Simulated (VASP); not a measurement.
# SnSe (P4/nmm) in VASP: a series of runs

SnSe is run at these levels: PBE+D3(BJ); tasks: single point.

Program: VASP 6.6.1. These are calculated values, not measurements. Logs are shortened: lines on timing, memory, paths and dates and some standing lists are left out, and cuts for length are marked.

### 1 The cell of the first run

The typed cell holds 4 atoms: a = 4.046 Å, b = 4.046 Å, c = 5.722 Å, α = 90.00°, β = 90.00°, γ = 90.00°.

### 2 Single point, PBE+D3(BJ) (23.42 Å³/atom)

INCAR

```
SYSTEM = SnSe
PREC = Accurate ; ENCUT = 520
EDIFF = 1E-6 ; ISMEAR = 0
SIGMA = 0.02 ; LREAL = .False.
LASPH = .True. ; NELM = 80
ALGO = Normal ; ISIF = 2
LWAVE = .False. ; LCHARG = .False.
GGA = PE ; IVDW = 12
NBANDS = 28
```

KPOINTS

```
regular mesh
0
Gamma
  6 6 6
  0 0 0
```

POSCAR

```
SnSe
1.0
    4.0458852690      0.0000000000      0.0000000000
    0.0000000000      4.0458852690      0.0000000000
    0.0000000000      0.0000000000      5.7220067374
Sn Se
2 2
Direct
    0.5000000000      0.0000000000      0.2500887140
    0.0000000000      0.5000000000      0.7499112860
    0.5000000000      0.0000000000      0.7499351865
    0.0000000000      0.5000000000      0.2500648135
```

Potentials or basis: VASP PAW PBE potentials, release 64 (Sn_d, Se).

Run with:

```console
$ cat potpaw_PBE.64/Sn_d/POTCAR potpaw_PBE.64/Se/POTCAR > POTCAR
$ mpirun -np 1 vasp_std > vasp.out
```

OUTCAR:

```text
SYSTEM = SnSe
   PREC = Accurate
   ENCUT = 520
   EDIFF = 1E-6
   ISMEAR = 0
   LREAL = .False.
   LASPH = .True.
   NELM = 80
   ISIF = 2
   GGA = PE
   IVDW = 12
 IVDW          = 12

 ion  position               nearest neighbor table
   1  0.500  0.000  0.250-   3 2.86   4 2.86   4 2.86   4 2.86   4 2.86   3 2.86
   2  0.000  0.500  0.750-   4 2.86   3 2.86   3 2.86   3 2.86   3 2.86   4 2.86
   3  0.500  0.000  0.750-   1 2.86   2 2.86   2 2.86   2 2.86   2 2.86   1 2.86
   4  0.000  0.500  0.250-   2 2.86   1 2.86   1 2.86   1 2.86   1 2.86   2 2.86

  LATTYP: Found a simple tetragonal cell.
 ALAT       =     4.0458852690
 C/A-ratio  =     1.4142780521

  Lattice vectors:

 A1 = (   4.0458852690,   0.0000000000,   0.0000000000)
 A2 = (   0.0000000000,   4.0458852690,   0.0000000000)
 A3 = (   0.0000000000,   0.0000000000,   5.7220067374)

Analysis of symmetry for initial positions (statically):
=====================================================================
 Subroutine PRICEL returns:
 Original cell was already a primitive cell.

 Routine SETGRP: Setting up the symmetry group for a
 simple tetragonal supercell.

 Subroutine GETGRP returns: Found 16 space group operations
 (whereof  8 operations were pure point group operations)
 out of a pool of 16 trial point group operations.

The static configuration has the point symmetry D_2d.
 The point group associated with its full space group is D_4h.

Analysis of symmetry for dynamics (positions and initial velocities):
=====================================================================
 Subroutine PRICEL returns:
 Original cell was already a primitive cell.

 Routine SETGRP: Setting up the symmetry group for a
 simple tetragonal supercell.

 Subroutine GETGRP returns: Found 16 space group operations
 (whereof  8 operations were pure point group operations)
 out of a pool of 16 trial point group operations.

The dynamic configuration has the point symmetry D_2d.
 The point group associated with its full space group is D_4h.

 Subroutine INISYM returns: Found 16 space group operations
 (whereof  8 operations are pure point group operations),
 and found     1 'primitive' translations

----------------------------------------------------------------------------------------

                                     Primitive cell

  volume of cell :      93.6646

  direct lattice vectors                    reciprocal lattice vectors
     4.045885269  0.000000000  0.000000000     0.247164695  0.000000000  0.000000000
     0.000000000  4.045885269  0.000000000     0.000000000  0.247164695  0.000000000
     0.000000000  0.000000000  5.722006737     0.000000000  0.000000000  0.174763863

  length of vectors
     4.045885269  4.045885269  5.722006737     0.247164695  0.247164695  0.174763863

  position of ions in fractional coordinates (direct lattice)
     0.500000000  0.000000000  0.250088714
     0.000000000  0.500000000  0.749911286
     0.500000000  0.000000000  0.749935186
     0.000000000  0.500000000  0.250064814

  ion indices of the primitive-cell ions
   primitive index   ion index
                 1           1
                 2           2
                 3           3
                 4           4

----------------------------------------------------------------------------------------

 KPOINTS: regular mesh

Automatic generation of k-mesh.
 Grid dimensions read from file:
 generate k-points for:    6    6    6

 Generating k-lattice:

  Cartesian coordinates                     Fractional coordinates (reciprocal lattice)
     0.041194116  0.000000000  0.000000000     0.166666667  0.000000000  0.000000000
     0.000000000  0.041194116  0.000000000     0.000000000  0.166666667  0.000000000
     0.000000000  0.000000000  0.029127310     0.000000000  0.000000000  0.166666667

  Length of vectors
     0.041194116  0.041194116  0.029127310

  Shift w.r.t. Gamma in fractional coordinates (k-lattice)
     0.000000000  0.000000000  0.000000000

 Subroutine IBZKPT returns following result:
 ===========================================

 Found     40 irreducible k-points:

 Following reciprocal coordinates:
            Coordinates               Weight
  0.000000  0.000000  0.000000      1.000000
  0.166667  0.000000  0.000000      4.000000
  0.333333  0.000000  0.000000      4.000000
  0.500000  0.000000  0.000000      2.000000
  0.166667  0.166667  0.000000      4.000000
  0.333333  0.166667  0.000000      8.000000
[... 16 lines left out ...]
  0.333333  0.000000  0.333333      8.000000
  0.500000  0.000000  0.333333      4.000000
 [... further k-points ...]
   k-points           NKPTS =     40   k-points in BZ     NKDIM =     40   number of bands    NBANDS=     28
   number of dos      NEDOS =    301   number of ions     NIONS =      4
   total plane-waves  NPLWV =  43200
   dimension x,y,z NGX =    30 NGY =   30 NGZ =   48
   dimension x,y,z NGXF=    60 NGYF=   60 NGZF=   96
   ions per type =               2   2
   NGX,Y,Z   is equivalent  to a cutoff of  12.33, 12.33, 13.95 a.u.
   NGXF,Y,Z  is equivalent  to a cutoff of  24.65, 24.65, 27.89 a.u.
 SYSTEM =  SnSe
   PREC   = accura    normal or accurate (medium, high low for compatibility)
   ISTART =      0    job   : 0-new  1-cont  2-samecut
   ICHARG =      2    charge: 1-file 2-atom 10-const
   ISPIN  =      1    spin polarized calculation?
   LNONCOLLINEAR =      F non collinear calculations
   LSORBIT =      F    spin-orbit coupling
   LASPH  =      T    aspherical Exc in radial PAW
   ENCUT  =  520.0 eV  38.22 Ry    6.18 a.u.   7.52  7.52 10.64*2*pi/ulx,y,z
   NELM   =     80;   NELMIN=  2; NELMDL= -5     # of ELM steps
   EDIFF  = 0.1E-05   stopping-criterion for ELM
   LREAL  =      F    real-space projection
   EDIFFG = 0.1E-04   stopping-criterion for IOM
   NSW    =      0    number of steps for IOM
   IBRION =     -1    ionic relax: 0-MD 1-quasi-New 2-CG
   NFREE  =      0    steps in history (QN), initial steepest desc. (CG)
   ISIF   =      2    stress and relaxation
   ISYM   =      2    0-nonsym 1-usesym 2-fastsym
   POTIM  = 0.5000    time-step for ionic-motion
   TEBEG  =    0.0;   TEEND  =   0.0 temperature during run
   PSTRESS=    0.0 pullay stress
   NELECT =      40.0000    total number of electrons
   NUPDOWN=      -1.0000    fix difference up-down
   EMIN   =  10.00;   EMAX   =-10.00  energy-range for DOS
   EFERMI =   0.00;   METHOD = LEGACY
   ISMEAR =     0;   SIGMA  =   0.02  broadening in eV -4-tet -1-fermi 0-gaus
   EFERMI_NEDOS =   21; number of points for ismear=-14 and -15
   IALGO  =     38    algorithm
   IMIX   =      4    mixing-type and parameters
     AMIX     =   0.40;   BMIX     =  1.00
     AMIX_MAG =   1.60;   BMIX_MAG =  1.00
  volume/ion in A,a.u.               =      23.42       158.02
  Fermi-wavevector in a.u.,A,eV,Ry     =   1.232829  2.329710 20.679065  1.519868
  Thomas-Fermi vector in A             =   2.367584
   LORBIT       =      0    0 simple, 1 ext, 2 COOP (PROOUT), +10 PAW based schemes
   GGA     = PE    functional components
   LHFCALC =     F    Hartree Fock is set to
   AEXX    =    0.0000 exact exchange contribution
   IVDW    =    12    specifies the selected vdW correction
   LEPSILON=     F    determine dielectric tensor
   LRPA    =     F    only Hartree local field effects (RPA)
 non-spin polarized calculation
 Gauss-broadening in eV      SIGMA  =   0.02
  energy-cutoff  :      520.00
  volume of cell :       93.66
 maximum number of plane-waves:      2566
   NGX = 15   NGY = 15   NGZ = 21

 number of electron      40.0000026 magnetization

 Free energy of the ion-electron system (eV)
  ---------------------------------------------------
  ext. energy  EPLUGINS =         0.00000000
  ---------------------------------------------------
  free energy    TOTEN  =       -15.88647740 eV

  energy without entropy =      -15.88647740  energy(sigma->0) =      -15.88647740

 E-fermi :   7.7073     XC(G=0): -10.3137

 val. band max:        7.5273038039   @ k =   0.5000   0.0000   0.3333
 cond. band min:       7.8056048267   @ k =   0.5000   0.0000   0.3333
 fundamental gap:      0.2783010229
 Fermi energy:         7.7073035343

 k-point     1 :       0.0000    0.0000    0.0000
  band No.  band energies     occupation
      1     -14.2858      2.00000
      2     -14.2224      2.00000
      3     -14.2209      2.00000
      4     -14.2156      2.00000
      5     -14.2139      2.00000
      6     -14.2139      2.00000
[... 20 lines left out ...]
     27      13.0676      0.00000
     28      13.6614      0.00000

 k-point     2 :       0.1667    0.0000    0.0000
  band No.  band energies     occupation
      1     -14.2776      2.00000
      2     -14.2218      2.00000
      3     -14.2188      2.00000
      4     -14.2166      2.00000
      5     -14.2137      2.00000
      6     -14.2115      2.00000
[... 20 lines left out ...]
     27      13.2817      0.00000
     28      13.3391      0.00000

 k-point     3 :       0.3333    0.0000    0.0000
  band No.  band energies     occupation
      1     -14.2590      2.00000
      2     -14.2279      2.00000
      3     -14.2246      2.00000
      4     -14.2176      2.00000
      5     -14.2117      2.00000
      6     -14.2050      2.00000
[... 20 lines left out ...]
     27      13.8457      0.00000
     28      13.9264      0.00000

 k-point     4 :       0.5000    0.0000    0.0000
  band No.  band energies     occupation
      1     -14.2407      2.00000
      2     -14.2407      2.00000
      3     -14.2253      2.00000
      4     -14.2253      2.00000
      5     -14.2055      2.00000
      6     -14.2055      2.00000
[... 20 lines left out ...]
     27      15.0066      0.00000
     28      15.0066      0.00000

 k-point     5 :       0.1667    0.1667    0.0000
  band No.  band energies     occupation
      1     -14.2718      2.00000
      2     -14.2290      2.00000
      3     -14.2172      2.00000
      4     -14.2156      2.00000
      5     -14.2111      2.00000
      6     -14.2109      2.00000
[... 20 lines left out ...]
     27      13.4271      0.00000
     28      14.3669      0.00000

 k-point     6 :       0.3333    0.1667    0.0000
  band No.  band energies     occupation
      1     -14.2609      2.00000
      2     -14.2418      2.00000
      3     -14.2182      2.00000
      4     -14.2180      2.00000
      5     -14.2157      2.00000
      6     -14.2042      2.00000
[... 463 lines left out ...]
      5     -14.2120      2.00000
      6     -14.2059      2.00000
[... 20 lines left out ...]
     27      12.9232      0.00000
     28      12.9232      0.00000

 k-point    22 :       0.1667    0.0000    0.3333
  band No.  band energies     occupation
      1     -14.2592      2.00000
      2     -14.2315      2.00000
      3     -14.2190      2.00000
      4     -14.2141      2.00000
      5     -14.2118      2.00000
      6     -14.2103      2.00000
[... 20 lines left out ...]
     27      12.8087      0.00000
     28      12.8113      0.00000

 k-point    23 :       0.3333    0.0000    0.3333
  band No.  band energies     occupation
      1     -14.2473      2.00000
      2     -14.2323      2.00000
      3     -14.2281      2.00000
      4     -14.2239      2.00000
      5     -14.2101      2.00000
      6     -14.2063      2.00000
[... 20 lines left out ...]
     27      13.9676      0.00000
     28      14.2766      0.00000

 k-point    24 :       0.5000    0.0000    0.3333
  band No.  band energies     occupation
      1     -14.2375      2.00000
      2     -14.2375      2.00000
      3     -14.2308      2.00000
      4     -14.2308      2.00000
      5     -14.2086      2.00000
      6     -14.2086      2.00000
[... 20 lines left out ...]
     27      15.3861      0.00000
     28      15.3861      0.00000

 [... further k-points ...]

------------------------ aborting loop because EDIFF is reached ----------------------------------------

 Edisp (eV)   -1.65190

 E8    (eV) :    -0.7434

  FORCE on cell =-STRESS in cart. coord.  units (eV):
  Direction    XX          YY          ZZ          XY          YZ          ZX
  --------------------------------------------------------------------------------------
  -------------------------------------------------------------------------------------
  Total       5.26246     5.26246     5.24295     0.00000     0.00000     0.00000
  in kB      90.01694    90.01694    89.68313     0.00000     0.00000     0.00000
  external pressure =       89.91 kB  Pullay stress =        0.00 kB

 VOLUME and BASIS-vectors are now :
 -----------------------------------------------------------------------------
  energy-cutoff  :      520.00
  volume of cell :       93.66
      direct lattice vectors                 reciprocal lattice vectors
     4.045885269  0.000000000  0.000000000     0.247164695  0.000000000  0.000000000
     0.000000000  4.045885269  0.000000000     0.000000000  0.247164695  0.000000000
     0.000000000  0.000000000  5.722006737     0.000000000  0.000000000  0.174763863

 POSITION                                       TOTAL-FORCE (eV/Angst)
 -----------------------------------------------------------------------------------
      2.02294      0.00000      1.43101        -0.000000     -0.000000     -0.002736
      0.00000      2.02294      4.29100        -0.000000     -0.000000      0.002736
      2.02294      0.00000      4.29113        -0.000000      0.000000      0.002309
      0.00000      2.02294      1.43087         0.000000     -0.000000     -0.002309
 -----------------------------------------------------------------------------------
    total drift:                                0.000000      0.000000     -0.000000

  FREE ENERGIE OF THE ION-ELECTRON SYSTEM (eV)
  ---------------------------------------------------
  free  energy   TOTEN  =       -17.5383821256 eV

  energy  without entropy=      -17.5383821256  energy(sigma->0) =      -17.53838213
```

Wall time 50 s (1 thread of AMD EPYC 9R45 (Zen 5), shared host); peak memory 0.22 GiB.

What came out:

```
Free energy                : -17.5384 eV
Pressure                   : 9.0 GPa
Band gap on the k mesh     : 0.28 eV
Dispersion energy per atom : -0.413 eV
```

Forces on the atoms (eV/Å):
```
Sn   0.000  0.000 -0.003
Sn   0.000  0.000  0.003
Se   0.000  0.000  0.002
Se   0.000  0.000 -0.002
```

Caveat: the cell stands under pressure; semilocal functionals underestimate gaps, and a narrow one can read as zero; spin-orbit coupling is left out, which moves the levels of the heavy elements. A k mesh can miss the band edges.

(Part 1 of 2 ends here.)
